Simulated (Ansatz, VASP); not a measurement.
**Two plane-wave programs on NaI**

```
Na I
1.0
     0.00000    3.23640    3.23640
     3.23640    0.00000    3.23640
     3.23640    3.23640    0.00000
Na I
1 1
Direct
  0.99299 0.01203 0.02865
  0.50000 0.50000 0.50000
```

Change from the starting cell: one atom moved.

Alike in both runs: task single point; functional PBE; k mesh 6 × 6 × 6; occupations gaussian, width 0.02 eV; no spin polarisation.

|  | VASP | Ansatz |
| --- | --- | --- |
| version | VASP 6.6.1 | Ansatz 0.2.0 |
| potentials or method | VASP PAW PBE potentials, release 64 (Na_pv, I), cutoff 520 eV | scalar-relativistic, plane waves, PAW |
| valence electrons in the cell | 14 | 26 |

|  | VASP | Ansatz | Ansatz less VASP |
| --- | --- | --- | --- |
| gap on the k mesh at the Fermi level (eV) | 3.64 | 3.65 | +0.004 |
| least direct gap on the mesh (eV) | 3.64 | 3.65 | +0.004 |
| pressure (GPa) | 0.5 | 0.5 | -0.01 |
| traceless stress, the component that is largest in VASP (GPa) | 0.19 | 0.19 | -0.002 |
| rms of the force components (eV/Å) | 0.081 | 0.080 | -0.0007 |

Atom by atom the forces differ by 0.001 eV/Å (rms over components). VASP's potentials hold 14 valence electrons a cell and Ansatz's 26, so a difference there can come from the potentials and not from the codes.

Neither program's run includes spin-orbit coupling.
